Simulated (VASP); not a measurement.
Input of a VASP 6.6.1 run:

File POSCAR:

```
RuSe
1.0
    0.0000000000      2.6954944783      2.6954944783
    2.6954944783      0.0000000000      2.6954944783
    2.6954944783      2.6954944783      0.0000000000
Ru Se
1 1
Direct
    0.0000000000      0.0000000000      0.0000000000
    0.2500000000      0.2500000000      0.2500000000
```

The input INCAR.step1:

```
  PREC = Accurate
  ENCUT = 520
  ISMEAR = 0
  SIGMA = 0.05
  LREAL = False
  LASPH = True
  NELM = 80
  NBANDS = 17
  GGA = PE
  ALGO = Normal
  EDIFF = 1E-4
  LWAVE = True
  LCHARG = False
```

INCAR.step2

```
  PREC = Accurate
  ENCUT = 520
  EDIFF = 1E-6
  ISMEAR = 0
  SIGMA = 0.05
  LREAL = False
  LASPH = True
  NELM = 80
  ALGO = Normal
  ISIF = 2
  LWAVE = False
  LCHARG = False
  METAGGA = R2SCAN
  LMIXTAU = True
  NBANDS = 17
  ISTART = 1
```

Contents of KPOINTS:

```
regular mesh
0
Gamma
  10 10 10
```

Potentials or basis: VASP PAW PBE potentials, release 64 (Ru_pv, Se).

The run is started by

```bash
$ cat potpaw_PBE.64/Ru_pv/POTCAR potpaw_PBE.64/Se/POTCAR > POTCAR
$ cp INCAR.step1 INCAR
$ mpirun -np 1 vasp_std > vasp.out
$ cp INCAR.step2 INCAR
$ mpirun -np 1 vasp_std > vasp.out
```

**Question.** Estimate the pressure.

**Answer.** 5.9 GPa.

**Question.** Estimate the band gap on the k mesh.

**Answer.** Zero (band 10 reaches 9.61 eV, above the bottom of band 11 at 6.56 eV).

Caveat: the PAW data sets were made with another functional, which shifts forces and pressure a little.
